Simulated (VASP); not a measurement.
Write the native input for VASP 6.6.1 that does the following.

* Task: single point
* Functional: PBEsol
* Potentials or basis: VASP PAW PBE potentials, release 64 (Mg)
* Cutoff: 520 eV
* k mesh: 11 × 11 × 6
* Occupations: fermi-dirac, width 0.05 eV
* Spin: no spin polarisation
* Dipole correction: no
* Further INCAR settings: ALGO = Normal; EDIFF = 1e-06; NBANDS = 9

The structure of Mg lies in POSCAR:

```
Mg
1.0
    3.1891760000      0.0000000000      0.0000000000
   -1.5945880000      2.7619080000      0.0000000000
    0.0000000000      0.0000000000      5.1134100000
Mg
2
Direct
    0.3333330000      0.6666670000      0.2500000000
    0.6666670000      0.3333330000      0.7500000000
```

These files were run (other wordings do the same):

INCAR

```
PREC = Accurate
ENCUT = 520
EDIFF = 1E-6
ISMEAR = -1
SIGMA = 0.05
LREAL = False
LASPH = True
NELM = 100
ALGO = Normal
ISIF = 2
LWAVE = False
LCHARG = True
GGA = PS
LELF = True
LVHAR = True
NBANDS = 9
```

KPOINTS

```
Automatic mesh
0
Gamma
  11 11 6
```

Potentials or basis: VASP PAW PBE potentials, release 64 (Mg).

The run is started by

```sh
$ cat potpaw_PBE.64/Mg/POTCAR > POTCAR
$ mpirun -np 1 vasp_std > vasp.out
```

It gave:

| Item | Value |
| --- | --- |
| Pressure | -0.1 GPa |
| Band gap on the k mesh | zero (bands 2 and 3 overlap by 1.97 eV) |

Caveat: the PAW data sets were made with another functional, which shifts forces and pressure a little.

Wall time 14 s on 1 thread of Intel(R) Xeon(R) Platinum 8259CL CPU @ 2.50GHz (Skylake/Cascade Lake), on a shared host, peak memory 0.17 GiB.
